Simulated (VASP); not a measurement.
**Zr: relaxation of cell and atoms with PBE**

The system is Zr.

```
Zr
1.0
     0.00000    2.94160    2.94160
     2.94160    0.00000    2.94160
     2.94160    2.94160    0.00000
Zr
2
Direct
  0.87500 0.87500 0.87500
  0.12500 0.12500 0.12500
```

This isn't the form of Zr at room conditions, which is hcp.

```json
{
 "Program": "VASP 6.6.1",
 "Task": "relaxation of cell and atoms",
 "Functional": "PBE",
 "Potentials or basis": "VASP PAW PBE potentials, release 64 (Zr_sv)",
 "Cutoff": "600 eV",
 "k mesh": "11 × 11 × 11",
 "Occupations": "fermi-dirac, width 0.05 eV",
 "Spin": "no spin polarisation",
 "Target pressure": "11 GPa",
 "Dipole correction": "no",
 "Further INCAR settings": "ALGO = Normal; EDIFF = 1e-06; IBRION = 2; EDIFFG = -0.005; NSW = 60; ISIF = 3"
}
```

| Property | Result |
| --- | --- |
| Relaxed volume | 24.80 Å³/atom |
| Relaxed cell | a = 4.124 Å, b = 4.124 Å, c = 4.124 Å, α = 60.00°, β = 60.00°, γ = 60.00° |
| Space group after relaxing (to 0.1 Å) | Fd-3m (No. 227) |
| Energy change on relaxing (the run minimises the enthalpy) | +41.5 meV/atom |
| Ionic steps | 3 |
| Pressure after relaxing | 11.0 GPa |
| Band gap on the k mesh | zero (bands 12 and 13 overlap by 0.61 eV) |

Step by step:
```
step  energy change (eV)  largest force (eV/Å)  pressure (GPa)  volume (Å³)
   1              0.0000                0.0000            9.36        50.91
   2              0.1244                0.0000           11.86        49.02
   3              0.0830                0.0000           10.99        49.60
```

Final structure:
```
Zr
1.0
     0.00000    2.91614    2.91614
     2.91614    0.00000    2.91614
     2.91614    2.91614    0.00000
Zr
2
Direct
  0.87500 0.87500 0.87500
  0.12500 0.12500 0.12500
```

Levels at points of the mesh, in eV from the Fermi level:
| k point | band 9 | band 10 | band 11 | band 12 | band 13 | band 14 | band 15 | band 16 |
| --- | --- | --- | --- | --- | --- | --- | --- | --- |
| (0.00, 0.00, 0.00) | -4.45 | -1.42 | -1.42 | -0.01 | -0.01 | -0.01 | 2.60 | 2.60 |

It took 52 s on 1 thread of Intel(R) Xeon(R) 6975P-C (Granite Rapids), with other jobs on the host, peak memory 0.23 GiB.

Caveat: the cell is relaxed towards a set pressure, so the run minimises the enthalpy, not the energy.
